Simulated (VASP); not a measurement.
# NaF (I4/mmm) in VASP: further runs

The runs below take NaF through single point, with PBEsol.

Program: VASP 6.6.1. These are calculated values, not measurements. Logs are shortened: lines on timing, memory, paths and dates and some standing lists are left out, and cuts for length are marked.

### Step 1. The cell of the first run

It takes space group I4/mmm (No. 139, tetragonal). Conventional cell: a = 3.335 Å, b = 3.335 Å, c = 4.577 Å, α = 90.00°, β = 90.00°, γ = 90.00°. Na (site symmetry 4/mmm) has 6 F at 2.29 to 2.36 Å within 3.0 Å. F (site symmetry 4/mmm) has 6 Na at 2.29 to 2.36 Å within 3.0 Å.

### Step 2. Single point, PBEsol (strain +0.015 along x and y, -0.015 along z)

Input file INCAR:

```
  PREC = Accurate
  ENCUT = 520
  EDIFF = 1E-6
  ISMEAR = 0
  SIGMA = 0.05
  LREAL = F
  LASPH = T
  NELM = 100
  ALGO = Normal
  ISIF = 2
  LWAVE = F
  LCHARG = F
  GGA = PS
  NBANDS = 14
```

Input file KPOINTS:

```
regular mesh
0
Gamma
  8 8 8
```

Input file POSCAR:

```
NaF
1.0
    0.0000000000      2.3581495000      2.2884505000
    2.3581495000      0.0000000000      2.2884505000
    2.3581495000      2.3581495000      0.0000000000
Na F
1 1
Direct
    0.0000000000      0.0000000000      0.0000000000
    0.5000000000      0.5000000000      0.5000000000
```

Potentials or basis: VASP PAW PBE potentials, release 64 (Na_pv, F).

The run is started by

```
$ cat potpaw_PBE.64/Na_pv/POTCAR potpaw_PBE.64/F/POTCAR > POTCAR
$ mpirun -np 1 vasp_std > vasp.out
```

OUTCAR:

```text
PREC = Accurate
   ENCUT = 520
   EDIFF = 1E-6
   ISMEAR = 0
   LREAL = F
   LASPH = T
   NELM = 100
   ISIF = 2
   GGA = PS

 ion  position               nearest neighbor table
   1  0.000  0.000  0.000-   2 2.29   2 2.29
   2  0.500  0.500  0.500-   1 2.29   1 2.29

  LATTYP: Found a body centered tetragonal cell.
 ALAT       =     3.3349270050
 C/A-ratio  =     1.3724141467

  Lattice vectors:

 A1 = (   0.0000000000,  -2.3581495000,  -2.2884505000)
 A2 = (   0.0000000000,   2.3581495000,  -2.2884505000)
 A3 = (   2.3581495000,   0.0000000000,   2.2884505000)

Analysis of symmetry for initial positions (statically):
=====================================================================
 Subroutine PRICEL returns:
 Original cell was already a primitive cell.

 Routine SETGRP: Setting up the symmetry group for a
 body centered tetragonal supercell.

 Subroutine GETGRP returns: Found 16 space group operations
 (whereof 16 operations were pure point group operations)
 out of a pool of 16 trial point group operations.

The static configuration has the point symmetry D_4h.

Analysis of symmetry for dynamics (positions and initial velocities):
=====================================================================
 Subroutine PRICEL returns:
 Original cell was already a primitive cell.

 Routine SETGRP: Setting up the symmetry group for a
 body centered tetragonal supercell.

 Subroutine GETGRP returns: Found 16 space group operations
 (whereof 16 operations were pure point group operations)
 out of a pool of 16 trial point group operations.

The dynamic configuration has the point symmetry D_4h.

 Subroutine INISYM returns: Found 16 space group operations
 (whereof 16 operations are pure point group operations),
 and found     1 'primitive' translations

----------------------------------------------------------------------------------------

                                     Primitive cell

  volume of cell :      25.4515

  direct lattice vectors                    reciprocal lattice vectors
     0.000000000  2.358149500  2.288450500    -0.212030662  0.212030662  0.218488449
     2.358149500  0.000000000  2.288450500     0.212030662 -0.212030662  0.218488449
     2.358149500  2.358149500  0.000000000     0.212030662  0.212030662 -0.218488449

  length of vectors
     3.286011983  3.286011983  3.334927005     0.371013754  0.371013754  0.371013754

  position of ions in fractional coordinates (direct lattice)
     0.000000000  0.000000000  0.000000000
     0.500000000  0.500000000  0.500000000
[... 88 lines left out ...]
   NELECT =      14.0000    total number of electrons
   NUPDOWN=      -1.0000    fix difference up-down
   EMIN   =  10.00;   EMAX   =-10.00  energy-range for DOS
   EFERMI =   0.00;   METHOD = LEGACY
   ISMEAR =     0;   SIGMA  =   0.05  broadening in eV -4-tet -1-fermi 0-gaus
   EFERMI_NEDOS =   21; number of points for ismear=-14 and -15
   IALGO  =     38    algorithm
   IMIX   =      4    mixing-type and parameters
     AMIX     =   0.40;   BMIX     =  1.00
     AMIX_MAG =   1.60;   BMIX_MAG =  1.00
  volume/ion in A,a.u.               =      12.73        85.88
  Fermi-wavevector in a.u.,A,eV,Ry     =   1.341362  2.534807 24.480323  1.799253
  Thomas-Fermi vector in A             =   2.469602
   LORBIT       =      0    0 simple, 1 ext, 2 COOP (PROOUT), +10 PAW based schemes
   GGA     = PS    functional components
   LHFCALC =     F    Hartree Fock is set to
   AEXX    =    0.0000 exact exchange contribution
   IVDW    =     0    specifies the selected vdW correction
   LEPSILON=     F    determine dielectric tensor
   LRPA    =     F    only Hartree local field effects (RPA)
 non-spin polarized calculation
 Gauss-broadening in eV      SIGMA  =   0.05
  energy-cutoff  :      520.00
  volume of cell :       25.45
 maximum number of plane-waves:       696
   NGX = 13   NGY = 13   NGZ = 13

 number of electron      13.9999993 magnetization

 Free energy of the ion-electron system (eV)
  ---------------------------------------------------
  ext. energy  EPLUGINS =         0.00000000
  ---------------------------------------------------
  free energy    TOTEN  =        -8.76369663 eV

  energy without entropy =       -8.76369663  energy(sigma->0) =       -8.76369663

 E-fermi :  -1.9249     XC(G=0):  -9.2191

 val. band max:       -2.2706292756   @ k =   0.0000   0.0000   0.0000
 cond. band min:       3.7710777430   @ k =   0.0000   0.0000   0.0000
 fundamental gap:      6.0417070186
 Fermi energy:        -1.9249438767

 k-point     1 :       0.0000    0.0000    0.0000
  band No.  band energies     occupation
      1     -21.2923      2.00000
      2     -21.1102      2.00000
      3     -21.1102      2.00000
      4     -21.1009      2.00000
      5      -2.2746      2.00000
      6      -2.2706      2.00000
      7      -2.2706      2.00000
      8       3.7711      0.00000
      9      16.3498      0.00000
     10      16.3498      0.00000
     11      16.5621      0.00000
     12      19.0581      0.00000
     13      20.9850      0.00000
     14      21.8478      0.00000
[... 377 lines left out ...]
      1     -21.7819      2.00000
      2     -21.1293      2.00000
      3     -21.1203      2.00000
      4     -20.5073      2.00000
      5      -3.4759      2.00000
      6      -2.5478      2.00000
      7      -2.4933      2.00000
      8       6.9698      0.00000
      9      11.4205      0.00000
     10      16.3522      0.00000
     11      17.1897      0.00000
     12      18.3546      0.00000
     13      21.5230      0.00000
     14      23.0614      0.00000

 [... further k-points ...]

------------------------ aborting loop because EDIFF is reached ----------------------------------------

  FORCE on cell =-STRESS in cart. coord.  units (eV):
  Direction    XX          YY          ZZ          XY          YZ          ZX
  --------------------------------------------------------------------------------------
  -------------------------------------------------------------------------------------
  Total       -0.3086058     -0.3086058      0.0530361      0.0000000      0.0000000      0.0000000
  in kB      -19.4267666    -19.4267666      3.3386278      0.0000000      0.0000000      0.0000000
  external PRESSURE =     -11.8383018 kB  Pullay stress =       0.0000000 kB

 VOLUME and BASIS-vectors are now :
 -----------------------------------------------------------------------------
  energy-cutoff  :      520.00
  volume of cell :       25.45
      direct lattice vectors                 reciprocal lattice vectors
     0.000000000  2.358149500  2.288450500    -0.212030662  0.212030662  0.218488449
     2.358149500  0.000000000  2.288450500     0.212030662 -0.212030662  0.218488449
     2.358149500  2.358149500  0.000000000     0.212030662  0.212030662 -0.218488449

 POSITION                                       TOTAL-FORCE (eV/Angst)
 -----------------------------------------------------------------------------------
      0.00000      0.00000      0.00000         0.000000     -0.000000      0.000000
      2.35815      2.35815      2.28845        -0.000000      0.000000     -0.000000
 -----------------------------------------------------------------------------------
    total drift:                                0.000000     -0.000000      0.000000

  FREE ENERGIE OF THE ION-ELECTRON SYSTEM (eV)
  ---------------------------------------------------
  free  energy   TOTEN  =        -8.7636966270 eV

  energy  without entropy=       -8.7636966270  energy(sigma->0) =       -8.76369663
```

Wall time 14 s (1 thread of Intel Xeon 8259CL, shared host); peak memory 0.15 GiB.

Results:

```
Free energy            : -8.7637 eV
Pressure               : -1.2 GPa
Band gap on the k mesh : 6.04 eV
```

Caveat: the cell differs from its parent crystal (strain +0.015 along x and y, -0.015 along z); the PAW data sets were made with another functional, which shifts forces and pressure a little.

### Step 3. Single point, PBEsol (strain +0.030 along x and y, +0.000 along z)

Input file INCAR:

```
ALGO = Normal
EDIFF = 1E-7
ENCUT = 520
GGA = PS
ISIF = 2
ISMEAR = 0
LASPH = True
LCHARG = False
LREAL = False
LWAVE = False
NBANDS = 14
NELM = 60
PREC = Accurate
SIGMA = 0.05
```

Input file KPOINTS:

```
k-points
0
Gamma
  8 8 8
```

Input file POSCAR:

```
NaF
1.0
    0.0000000000      2.3929990000      2.3233000000
    2.3929990000      0.0000000000      2.3233000000
    2.3929990000      2.3929990000      0.0000000000
Na F
1 1
Direct
    0.0000000000      0.0000000000      0.0000000000
    0.5000000000      0.5000000000      0.5000000000
```

Potentials or basis: VASP PAW PBE potentials, release 64 (Na_pv, F).

The run is started by

```
$ cat potpaw_PBE.64/Na_pv/POTCAR potpaw_PBE.64/F/POTCAR > POTCAR
$ mpirun -np 1 vasp_std > vasp.out
```

OUTCAR:

```text
EDIFF = 1E-7
   ENCUT = 520
   GGA = PS
   ISIF = 2
   ISMEAR = 0
   LASPH = True
   LREAL = False
   NELM = 60
   PREC = Accurate

 ion  position               nearest neighbor table
   1  0.000  0.000  0.000-   2 2.32   2 2.32
   2  0.500  0.500  0.500-   1 2.32   1 2.32

  LATTYP: Found a body centered tetragonal cell.
 ALAT       =     3.3842116405
 C/A-ratio  =     1.3730228761

  Lattice vectors:

 A1 = (   0.0000000000,  -2.3929990000,  -2.3233000000)
 A2 = (   0.0000000000,   2.3929990000,  -2.3233000000)
 A3 = (   2.3929990000,   0.0000000000,   2.3233000000)

Analysis of symmetry for initial positions (statically):
=====================================================================
 Subroutine PRICEL returns:
 Original cell was already a primitive cell.

 Routine SETGRP: Setting up the symmetry group for a
 body centered tetragonal supercell.

 Subroutine GETGRP returns: Found 16 space group operations
 (whereof 16 operations were pure point group operations)
 out of a pool of 16 trial point group operations.

The static configuration has the point symmetry D_4h.
[... 174 lines left out ...]
      4     -21.3987      2.00000
      5      -2.4531      2.00000
      6      -2.4458      2.00000
      7      -2.4458      2.00000
      8       3.3795      0.00000
      9      15.8675      0.00000
     10      15.8675      0.00000
     11      16.0697      0.00000
     12      18.4853      0.00000
     13      20.3793      0.00000
     14      21.2039      0.00000
[... 377 lines left out ...]
      1     -21.9475      2.00000
      2     -21.4405      2.00000
      3     -21.4314      2.00000
      4     -20.7739      2.00000
      5      -3.5809      2.00000
      6      -2.7032      2.00000
      7      -2.6540      2.00000
      8       6.5026      0.00000
      9      10.9633      0.00000
     10      15.7277      0.00000
     11      16.5537      0.00000
     12      17.7165      0.00000
     13      20.8239      0.00000
     14      22.2375      0.00000

 [... further k-points ...]

------------------------ aborting loop because EDIFF is reached ----------------------------------------

  FORCE on cell =-STRESS in cart. coord.  units (eV):
  Direction    XX          YY          ZZ          XY          YZ          ZX
  --------------------------------------------------------------------------------------
  -------------------------------------------------------------------------------------
  Total       -0.5712073     -0.5712073     -0.2879557      0.0000000     -0.0000000      0.0000000
  in kB      -34.3941056    -34.3941056    -17.3386759      0.0000000     -0.0000000      0.0000000
  external PRESSURE =     -28.7089624 kB  Pullay stress =       0.0000000 kB

 VOLUME and BASIS-vectors are now :
 -----------------------------------------------------------------------------
  energy-cutoff  :      520.00
  volume of cell :       26.61
      direct lattice vectors                 reciprocal lattice vectors
     0.000000000  2.392999000  2.323300000    -0.208942837  0.208942837  0.215211122
     2.392999000  0.000000000  2.323300000     0.208942837 -0.208942837  0.215211122
     2.392999000  2.392999000  0.000000000     0.208942837  0.208942837 -0.215211122

 POSITION                                       TOTAL-FORCE (eV/Angst)
 -----------------------------------------------------------------------------------
      0.00000      0.00000      0.00000        -0.000000     -0.000000     -0.000000
      2.39300      2.39300      2.32330         0.000000      0.000000      0.000000
 -----------------------------------------------------------------------------------
    total drift:                                0.000000      0.000000      0.000000

  FREE ENERGIE OF THE ION-ELECTRON SYSTEM (eV)
  ---------------------------------------------------
  free  energy   TOTEN  =        -8.7508845648 eV

  energy  without entropy=       -8.7508845648  energy(sigma->0) =       -8.75088456
```

OSZICAR:

```text
N       E                     dE             d eps       ncg     rms          rms(c)
DAV:   1     0.106213821328E+03    0.10621E+03   -0.78068E+03  1672   0.122E+03
DAV:   2    -0.392576453428E+01   -0.11014E+03   -0.10187E+03  1814   0.329E+02
DAV:   3    -0.948844911306E+01   -0.55627E+01   -0.55498E+01  2030   0.685E+01
DAV:   4    -0.953652117584E+01   -0.48072E-01   -0.48069E-01  1904   0.680E+00
DAV:   5    -0.953702776743E+01   -0.50659E-03   -0.50659E-03  2018   0.707E-01    0.493E+00
DAV:   6    -0.876758183996E+01    0.76945E+00   -0.27436E+00  2000   0.141E+01    0.187E+00
DAV:   7    -0.875133280390E+01    0.16249E-01   -0.30261E-02  1724   0.212E+00    0.104E+00
DAV:   8    -0.875043915362E+01    0.89365E-03   -0.28419E-02  1808   0.380E+00    0.159E-01
DAV:   9    -0.875100677784E+01   -0.56762E-03   -0.45970E-03  2078   0.657E-01    0.125E-01
DAV:  10    -0.875088835320E+01    0.11842E-03   -0.12788E-03  1856   0.352E-01    0.277E-02
DAV:  11    -0.875088375667E+01    0.45965E-05   -0.71553E-05  1868   0.146E-01    0.603E-03
DAV:  12    -0.875088456440E+01   -0.80773E-06   -0.71282E-06  1922   0.298E-02    0.299E-03
DAV:  13    -0.875088456476E+01   -0.36084E-09   -0.93434E-07  1844   0.850E-03
   1 F= -.87508846E+01 E0= -.87508846E+01  d E =-.379124E-18
```

stdout:

```text
POSCAR found type information on POSCAR NaF
 POSCAR found :  2 types and       2 ions
 scaLAPACK will be used
 -----------------------------------------------------------------------------
|                                                                             |
|                                                                             |
|     You enforced a specific xc type in the INCAR file but a different       |
|     I HOPE YOU KNOW WHAT YOU ARE DOING!                                     |
|                                                                             |
 -----------------------------------------------------------------------------

 LDA part: xc-table for (Slater+PW92), standard interpolation
 POSCAR, INCAR and KPOINTS ok, starting setup
 FFT: planning ... GRIDC
 FFT: planning ... GRID_SOFT
 FFT: planning ... GRID
 WAVECAR not read
 entering main loop
```

It took 24 s on 1 thread of Intel Xeon 8259CL, shared host; peak memory 0.16 GiB.

Results:

```
Free energy            : -8.7509 eV
Pressure               : -2.9 GPa
Band gap on the k mesh : 5.83 eV
```

Caveat: the cell differs from its parent crystal (strain +0.030 along x and y, +0.000 along z); the PAW data sets were made with another functional, which shifts forces and pressure a little.

### Step 4. Single point, PBEsol (strain +0.015 along x and y, +0.030 along z)

Input file INCAR:

```
PREC = Accurate ; ENCUT = 520
EDIFF = 1E-7 ; ISMEAR = 0
SIGMA = 0.05 ; LREAL = F
LASPH = T ; NELM = 60
ALGO = Normal ; ISIF = 2
LWAVE = F ; LCHARG = F
GGA = PS ; NBANDS = 14
```

Input file KPOINTS:

```
Automatic mesh
0
Gamma
  8 8 8
```

Input file POSCAR:

```
NaF
1.0
    0.0000000000      2.3581495000      2.3929990000
    2.3581495000      0.0000000000      2.3929990000
    2.3581495000      2.3581495000      0.0000000000
Na F
1 1
Direct
    0.0000000000      0.0000000000      0.0000000000
    0.5000000000      0.5000000000      0.5000000000
```

The run is started by

```
$ cat potpaw_PBE.64/Na_pv/POTCAR potpaw_PBE.64/F/POTCAR > POTCAR
$ mpirun -np 1 vasp_std > vasp.out
```

Wall time 23 s (1 thread of Intel Xeon 8259CL, shared host); peak memory 0.16 GiB.

Results (log left out):

```yaml
Free_energy: -8.7529 eV
Pressure: -2.9 GPa
Band_gap_on_the_k_mesh: 5.83 eV
```

Stress tensor (GPa, compression positive):
```
-2.70  0.00  0.00
 0.00 -2.70  0.00
 0.00  0.00 -3.45
```

Levels at points of the mesh, in eV from the valence-band top:
```tsv
k point	band 5	band 6	band 7	band 8	band 9	band 10
(0.00, 0.00, 0.00)	0.00	0.00	0.00	5.82	18.31	18.41
(0.50, 0.00, 0.00)	-1.48	-0.23	-0.22	10.21	11.78	19.14
(0.50, 0.50, 0.00)	-1.21	-0.37	-0.37	12.32	12.85	12.96
(0.50, 0.00, 0.50)	-1.19	-0.40	-0.38	12.51	12.83	12.91
```

Caveat: the cell differs from its parent crystal (strain +0.015 along x and y, +0.030 along z); the PAW data sets were made with another functional, which shifts forces and pressure a little.

### Step 5. Single point, PBEsol (strain +0.030 along x and y, +0.015 along z)

Input file INCAR:

```
PREC = Accurate
ENCUT = 520
EDIFF = 1E-7
ISMEAR = 0
SIGMA = 0.05
LREAL = F
LASPH = T
NELM = 80
ALGO = Normal
ISIF = 2
LWAVE = F
LCHARG = F
GGA = PS
NBANDS = 14
```

KPOINTS is that of step 4.

Input file POSCAR:

```
NaF
1.0
    0.0000000000      2.3929990000      2.3581495000
    2.3929990000      0.0000000000      2.3581495000
    2.3929990000      2.3929990000      0.0000000000
Na F
1 1
Direct
    0.0000000000      0.0000000000      0.0000000000
    0.5000000000      0.5000000000      0.5000000000
```

The run is started by

```
$ cat potpaw_PBE.64/Na_pv/POTCAR potpaw_PBE.64/F/POTCAR > POTCAR
$ mpirun -np 1 vasp_std > vasp.out
```

Run time: 24 s. Hardware: 1 thread of Intel Xeon 8259CL, shared host; peak memory 0.16 GiB.

Results (log left out):

```yaml
Free_energy: -8.7455 eV
Pressure: -3.4 GPa
Band_gap_on_the_k_mesh: 5.76 eV
```

Stress tensor (GPa, compression positive):
```
-3.69  0.00  0.00
 0.00 -3.69  0.00
 0.00  0.00 -2.96
```

Levels at points of the mesh, in eV from the valence-band top:
```tsv
k point	band 5	band 6	band 7	band 8	band 9	band 10
(0.00, 0.00, 0.00)	0.00	0.00	0.00	5.76	18.24	18.24
(0.50, 0.00, 0.00)	-1.45	-0.22	-0.22	10.13	11.67	18.99
(0.50, 0.50, 0.00)	-1.16	-0.39	-0.39	12.46	12.73	12.80
(0.50, 0.00, 0.50)	-1.18	-0.38	-0.35	12.27	12.74	12.87
```

Caveat: the cell differs from its parent crystal (strain +0.030 along x and y, +0.015 along z); the cell stands under tension; the PAW data sets were made with another functional, which shifts forces and pressure a little.

### Step 6. Overview

| cell | gap on the mesh (eV) | pressure (GPa) |
| --- | --- | --- |
| a = 3.286, b = 3.286, c = 3.335 Å, angles 59.5, 59.5, 61.0°, 2 atoms | 6.04 | -1.2 |
| a = 3.335, b = 3.335, c = 3.384 Å, angles 59.5, 59.5, 61.0°, 2 atoms | 5.83 | -2.9 |
| a = 3.360, b = 3.360, c = 3.335 Å, angles 60.2, 60.2, 59.5°, 2 atoms | 5.83 | -2.9 |
| a = 3.360, b = 3.360, c = 3.384 Å, angles 59.8, 59.8, 60.5°, 2 atoms | 5.76 | -3.4 |

Alike in all rows: task single point; level PBEsol; potentials or basis VASP PAW PBE potentials, release 64 (Na_pv, F); no spin polarisation; k mesh 8 × 8 × 8; cutoff (eV) 520; smearing gaussian 0.05 eV.

Caveats: the PAW data sets were made with another functional, which shifts forces and pressure a little; the cell stands under tension (at least some runs).

Absolute energies hang on the potentials; compare differences alone.
